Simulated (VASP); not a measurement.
# K2Sb (P6_3/mmc) in VASP: single point with PBE

Aim: the single point of K2Sb with PBE.

All numbers are computed with VASP 6.6.1; they aren't measurements. Logs are shortened: lines on timing, memory, paths and dates and some standing lists are left out, and cuts for length are marked.

## (1) The cell of the first run

Symmetry: P6_3/mmc, No. 194, hexagonal system. The conventional cell has a = 5.473 Å, b = 5.473 Å, c = 11.221 Å, α = 90.00°, β = 90.00°, γ = 120.00°. Within 4.7 Å of K (site symmetry 3m) lie 4 K at 3.57 to 3.76 Å and 4 Sb at 3.63 to 3.83 Å. Sb (site symmetry -6m2) has 8 K at 3.63 to 3.83 Å within 4.8 Å.

## (2) Single point, PBE

INCAR reads:

```
ALGO     = Normal         # electronic algorithm
EDIFF    = 1E-6           # SCF threshold, eV
ENCUT    = 520            # plane-wave cutoff, eV
GGA      = PE             # functional
ISIF     = 2              # what is computed and relaxed
ISMEAR   = 0              # smearing method
LASPH    = True           # aspherical terms in the spheres
LCHARG   = False          # write CHGCAR
LREAL    = False          # projectors in reciprocal space
LWAVE    = False          # write WAVECAR
NBANDS   = 32             # bands
NELM     = 100            # most SCF steps
PREC     = Accurate       # precision mode
SIGMA    = 0.1            # smearing width, eV
```

KPOINTS reads:

```
k-points
0
Gamma
  12 12 4
```

POSCAR reads:

```
K2Sb
1.0
    5.4730167320      0.0000000000      0.0000000000
   -2.7365083660      4.7397715252      0.0000000000
    0.0000000000      0.0000000000     11.2211834742
K Sb
4 2
Direct
    0.3333333333      0.6666666667      0.0909710124
    0.6666666667      0.3333333333      0.9090289876
    0.6666666667      0.3333333333      0.5909710124
    0.3333333333      0.6666666667      0.4090289876
    0.3333333333      0.6666666667      0.7500000000
    0.6666666667      0.3333333333      0.2500000000
```

Potentials or basis: VASP PAW PBE potentials, release 64 (K_sv, Sb).

On the command line:

```sh
$ cat potpaw_PBE.64/K_sv/POTCAR potpaw_PBE.64/Sb/POTCAR > POTCAR
$ mpirun -np 1 vasp_std > vasp.out
```

OUTCAR:

```text
EDIFF = 1E-6
   ENCUT = 520
   GGA = PE
   ISIF = 2
   ISMEAR = 0
   LASPH = True
   LREAL = False
   NELM = 100
   PREC = Accurate

 ion  position               nearest neighbor table
   1  0.333  0.667  0.091-   4 3.57   6 3.63   6 3.63   6 3.63   2 3.76   2 3.76   2 3.76
   2  0.667  0.333  0.909-   3 3.57   5 3.63   5 3.63   5 3.63   1 3.76   1 3.76   1 3.76
   3  0.667  0.333  0.591-   2 3.57   5 3.63   5 3.63   5 3.63   4 3.76   4 3.76   4 3.76
   4  0.333  0.667  0.409-   1 3.57   6 3.63   6 3.63   6 3.63   3 3.76   3 3.76   3 3.76
   5  0.333  0.667  0.750-   2 3.63   3 3.63   2 3.63   3 3.63   2 3.63   3 3.63
   6  0.667  0.333  0.250-   1 3.63   4 3.63   1 3.63   4 3.63   1 3.63   4 3.63

  LATTYP: Found a hexagonal cell.
 ALAT       =     5.4730167320
 C/A-ratio  =     2.0502739209

  Lattice vectors:

 A1 = (   5.4730167320,   0.0000000000,   0.0000000000)
 A2 = (  -2.7365083660,   4.7397715252,   0.0000000000)
 A3 = (   0.0000000000,   0.0000000000,  11.2211834742)

Analysis of symmetry for initial positions (statically):
=====================================================================
 Subroutine PRICEL returns:
 Original cell was already a primitive cell.

 Routine SETGRP: Setting up the symmetry group for a
 hexagonal supercell.

 Subroutine GETGRP returns: Found 24 space group operations
 (whereof 12 operations were pure point group operations)
 out of a pool of 24 trial point group operations.

The static configuration has the point symmetry D_3d.
 The point group associated with its full space group is D_6h.

Analysis of symmetry for dynamics (positions and initial velocities):
=====================================================================
 Subroutine PRICEL returns:
 Original cell was already a primitive cell.

 Routine SETGRP: Setting up the symmetry group for a
 hexagonal supercell.

 Subroutine GETGRP returns: Found 24 space group operations
 (whereof 12 operations were pure point group operations)
 out of a pool of 24 trial point group operations.

The dynamic configuration has the point symmetry D_3d.
 The point group associated with its full space group is D_6h.

 Subroutine INISYM returns: Found 24 space group operations
 (whereof 12 operations are pure point group operations),
 and found     1 'primitive' translations

----------------------------------------------------------------------------------------

                                     Primitive cell

  volume of cell :     291.0870

  direct lattice vectors                    reciprocal lattice vectors
     5.473016732  0.000000000  0.000000000     0.182714588  0.105490317  0.000000000
    -2.736508366  4.739771525  0.000000000     0.000000000  0.210980634  0.000000000
     0.000000000  0.000000000 11.221183474     0.000000000  0.000000000  0.089117160

  length of vectors
     5.473016732  5.473016732 11.221183474     0.210980634  0.210980634  0.089117160

  position of ions in fractional coordinates (direct lattice)
     0.333333333  0.666666667  0.090971012
     0.666666667  0.333333333  0.909028988
     0.666666667  0.333333333  0.590971012
     0.333333333  0.666666667  0.409028988
     0.333333333  0.666666667  0.750000000
     0.666666667  0.333333333  0.250000000

  ion indices of the primitive-cell ions
   primitive index   ion index
                 1           1
                 2           2
                 3           3
                 4           4
                 5           5
                 6           6

----------------------------------------------------------------------------------------

 KPOINTS: k-points

Automatic generation of k-mesh.
 Grid dimensions read from file:
 generate k-points for:   12   12    4

 Generating k-lattice:

  Cartesian coordinates                     Fractional coordinates (reciprocal lattice)
     0.015226216  0.008790860  0.000000000     0.083333333 -0.000000000  0.000000000
     0.000000000  0.017581719  0.000000000     0.000000000  0.083333333  0.000000000
     0.000000000  0.000000000  0.022279290     0.000000000  0.000000000  0.250000000

  Length of vectors
     0.017581719  0.017581719  0.022279290

  Shift w.r.t. Gamma in fractional coordinates (k-lattice)
     0.000000000  0.000000000  0.000000000

 Subroutine IBZKPT returns following result:
 ===========================================

 Found     57 irreducible k-points:

 Following reciprocal coordinates:
            Coordinates               Weight
  0.000000  0.000000  0.000000      1.000000
  0.083333  0.000000  0.000000      6.000000
  0.166667  0.000000  0.000000      6.000000
  0.250000  0.000000  0.000000      6.000000
  0.333333  0.000000  0.000000      6.000000
  0.416667  0.000000  0.000000      6.000000
[... 16 lines left out ...]
  0.250000  0.000000  0.250000     12.000000
  0.333333  0.000000  0.250000     12.000000
 [... further k-points ...]
   k-points           NKPTS =     57   k-points in BZ     NKDIM =     57   number of bands    NBANDS=     32
   number of dos      NEDOS =    301   number of ions     NIONS =      6
   total plane-waves  NPLWV = 148176
   dimension x,y,z NGX =    42 NGY =   42 NGZ =   84
   dimension x,y,z NGXF=    84 NGYF=   84 NGZF=  168
   ions per type =               4   2
   NGX,Y,Z   is equivalent  to a cutoff of  12.76, 12.76, 12.44 a.u.
   NGXF,Y,Z  is equivalent  to a cutoff of  25.52, 25.52, 24.89 a.u.
 SYSTEM =  unknown system
   PREC   = accura    normal or accurate (medium, high low for compatibility)
   ISTART =      0    job   : 0-new  1-cont  2-samecut
   ICHARG =      2    charge: 1-file 2-atom 10-const
   ISPIN  =      1    spin polarized calculation?
   LNONCOLLINEAR =      F non collinear calculations
   LSORBIT =      F    spin-orbit coupling
   LASPH  =      T    aspherical Exc in radial PAW
   ENCUT  =  520.0 eV  38.22 Ry    6.18 a.u.  10.18 10.18 20.86*2*pi/ulx,y,z
   NELM   =    100;   NELMIN=  2; NELMDL= -5     # of ELM steps
   EDIFF  = 0.1E-05   stopping-criterion for ELM
   LREAL  =      F    real-space projection
   EDIFFG = 0.1E-04   stopping-criterion for IOM
   NSW    =      0    number of steps for IOM
   IBRION =     -1    ionic relax: 0-MD 1-quasi-New 2-CG
   NFREE  =      0    steps in history (QN), initial steepest desc. (CG)
   ISIF   =      2    stress and relaxation
   ISYM   =      2    0-nonsym 1-usesym 2-fastsym
   POTIM  = 0.5000    time-step for ionic-motion
   TEBEG  =    0.0;   TEEND  =   0.0 temperature during run
   PSTRESS=    0.0 pullay stress
   NELECT =      46.0000    total number of electrons
   NUPDOWN=      -1.0000    fix difference up-down
   EMIN   =  10.00;   EMAX   =-10.00  energy-range for DOS
   EFERMI =   0.00;   METHOD = LEGACY
   ISMEAR =     0;   SIGMA  =   0.10  broadening in eV -4-tet -1-fermi 0-gaus
   EFERMI_NEDOS =   21; number of points for ismear=-14 and -15
   IALGO  =     38    algorithm
   IMIX   =      4    mixing-type and parameters
     AMIX     =   0.40;   BMIX     =  1.00
     AMIX_MAG =   1.60;   BMIX_MAG =  1.00
  volume/ion in A,a.u.               =      48.51       327.39
  Fermi-wavevector in a.u.,A,eV,Ry     =   0.885088  1.672574 10.658544  0.783381
  Thomas-Fermi vector in A             =   2.006075
   LORBIT       =      0    0 simple, 1 ext, 2 COOP (PROOUT), +10 PAW based schemes
   GGA     = PE    functional components
   LHFCALC =     F    Hartree Fock is set to
   AEXX    =    0.0000 exact exchange contribution
   IVDW    =     0    specifies the selected vdW correction
   LEPSILON=     F    determine dielectric tensor
   LRPA    =     F    only Hartree local field effects (RPA)
 non-spin polarized calculation
 Gauss-broadening in eV      SIGMA  =   0.10
  energy-cutoff  :      520.00
  volume of cell :      291.09
 maximum number of plane-waves:      7878
 NGX is ok and might be reduce to    42
   NGX = 21   NGY = 21   NGZ = 41

 number of electron      45.9999999 magnetization

 Free energy of the ion-electron system (eV)
  ---------------------------------------------------
  ext. energy  EPLUGINS =         0.00000000
  ---------------------------------------------------
  free energy    TOTEN  =       -13.18857620 eV

  energy without entropy =      -13.13049376  energy(sigma->0) =      -13.15953498

 E-fermi :   0.4073     XC(G=0):  -6.7622

 val. band max:        0.4068732923   @ k =   0.4167   0.0000   0.2500
 cond. band min:       0.4116592478   @ k =   0.1667   0.1667   0.5000
 fundamental gap:      0.0047859555
 Fermi energy:         0.4073395066

 k-point     1 :       0.0000    0.0000    0.0000
  band No.  band energies     occupation
      1     -30.3550      2.00000
      2     -30.3353      2.00000
      3     -30.3213      2.00000
      4     -30.3015      2.00000
      5     -13.9880      2.00000
      6     -13.9172      2.00000
[... 24 lines left out ...]
     31       4.7902      0.00000
     32       4.8066      0.00000

 k-point     2 :       0.0833    0.0000    0.0000
  band No.  band energies     occupation
      1     -30.3545      2.00000
      2     -30.3347      2.00000
      3     -30.3218      2.00000
      4     -30.3020      2.00000
      5     -13.9881      2.00000
      6     -13.9324      2.00000
[... 24 lines left out ...]
     31       4.8161      0.00000
     32       4.8845      0.00000

 k-point     3 :       0.1667    0.0000    0.0000
  band No.  band energies     occupation
      1     -30.3529      2.00000
      2     -30.3332      2.00000
      3     -30.3232      2.00000
      4     -30.3034      2.00000
      5     -13.9887      2.00000
      6     -13.9520      2.00000
[... 24 lines left out ...]
     31       4.8402      0.00000
     32       4.8759      0.00000

 k-point     4 :       0.2500    0.0000    0.0000
  band No.  band energies     occupation
      1     -30.3505      2.00000
      2     -30.3308      2.00000
      3     -30.3255      2.00000
      4     -30.3057      2.00000
      5     -13.9898      2.00000
      6     -13.9690      2.00000
[... 24 lines left out ...]
     31       4.8956      0.00000
     32       4.9688      0.00000

 k-point     5 :       0.3333    0.0000    0.0000
  band No.  band energies     occupation
      1     -30.3476      2.00000
      2     -30.3282      2.00000
      3     -30.3279      2.00000
      4     -30.3084      2.00000
      5     -13.9914      2.00000
      6     -13.9818      2.00000
[... 584 lines left out ...]
     31       4.8553      0.00000
     32       4.8828      0.00000

 k-point    22 :       0.1667    0.0000    0.2500
  band No.  band energies     occupation
      1     -30.3511      2.00000
      2     -30.3388      2.00000
      3     -30.3177      2.00000
      4     -30.3052      2.00000
      5     -13.9818      2.00000
      6     -13.9541      2.00000
[... 24 lines left out ...]
     31       4.8075      0.00000
     32       4.8563      0.00000

 k-point    23 :       0.2500    0.0000    0.2500
  band No.  band energies     occupation
      1     -30.3489      2.00000
      2     -30.3371      2.00000
      3     -30.3192      2.00000
      4     -30.3074      2.00000
      5     -13.9838      2.00000
      6     -13.9680      2.00000
[... 24 lines left out ...]
     31       4.8933      0.00000
     32       4.9526      0.00000

 k-point    24 :       0.3333    0.0000    0.2500
  band No.  band energies     occupation
      1     -30.3462      2.00000
      2     -30.3356      2.00000
      3     -30.3206      2.00000
      4     -30.3099      2.00000
      5     -13.9861      2.00000
      6     -13.9789      2.00000
[... 24 lines left out ...]
     31       4.9539      0.00000
     32       5.0335      0.00000

 [... further k-points ...]
[... 5 lines left out ...]
  --------------------------------------------------------------------------------------
  -------------------------------------------------------------------------------------
  Total        0.0027175      0.0027175      0.0813300      0.0000000      0.0000000      0.0000000
  in kB        0.0149575      0.0149575      0.4476498      0.0000000      0.0000000      0.0000000
  external PRESSURE =       0.1591882 kB  Pullay stress =       0.0000000 kB

 VOLUME and BASIS-vectors are now :
 -----------------------------------------------------------------------------
  energy-cutoff  :      520.00
  volume of cell :      291.09
      direct lattice vectors                 reciprocal lattice vectors
     5.473016732  0.000000000  0.000000000     0.182714588  0.105490317  0.000000000
    -2.736508366  4.739771525  0.000000000     0.000000000  0.210980634  0.000000000
     0.000000000  0.000000000 11.221183474     0.000000000  0.000000000  0.089117160

 POSITION                                       TOTAL-FORCE (eV/Angst)
 -----------------------------------------------------------------------------------
     -0.00000      3.15985      1.02080         0.000000      0.000000     -0.001726
      2.73651      1.57992     10.20038         0.000000     -0.000000      0.001726
      2.73651      1.57992      6.63139        -0.000000     -0.000000     -0.001726
     -0.00000      3.15985      4.58979        -0.000000      0.000000      0.001726
     -0.00000      3.15985      8.41589         0.000000     -0.000000     -0.000000
      2.73651      1.57992      2.80530        -0.000000      0.000000     -0.000000
 -----------------------------------------------------------------------------------
    total drift:                               -0.000000      0.000000     -0.000000

  FREE ENERGIE OF THE ION-ELECTRON SYSTEM (eV)
  ---------------------------------------------------
  free  energy   TOTEN  =       -13.1885762009 eV

  energy  without entropy=      -13.1304937559  energy(sigma->0) =      -13.15953498
```

It took 5.3 min on 1 thread of Intel Xeon 6975P-C (Granite Rapids), shared host; peak memory 0.67 GiB.

What came out:

```yaml
Free_energy: -13.1886 eV
Pressure: 0.0 GPa
Band_gap_on_the_k_mesh: zero (band 23 reaches 0.65 eV, above the bottom of band 24 at 0.06 eV)
```

Levels at points of the mesh, in eV from the Fermi level:
```tsv
k point	band 20	band 21	band 22	band 23	band 24	band 25	band 26	band 27
(0.00, 0.00, 0.00)	-0.39	0.13	0.13	0.24	0.24	1.22	3.20	3.86
(0.50, 0.00, 0.00)	-0.94	-0.53	-0.27	-0.02	0.05	2.33	2.90	3.17
(0.00, 0.00, 0.50)	-0.94	0.19	0.19	0.19	0.19	2.25	2.25	3.79
(0.50, 0.00, 0.50)	-1.02	-0.32	-0.32	0.01	0.01	2.40	2.40	3.48
```

Caveat: spin-orbit coupling is left out, which moves the levels of the heavy elements.
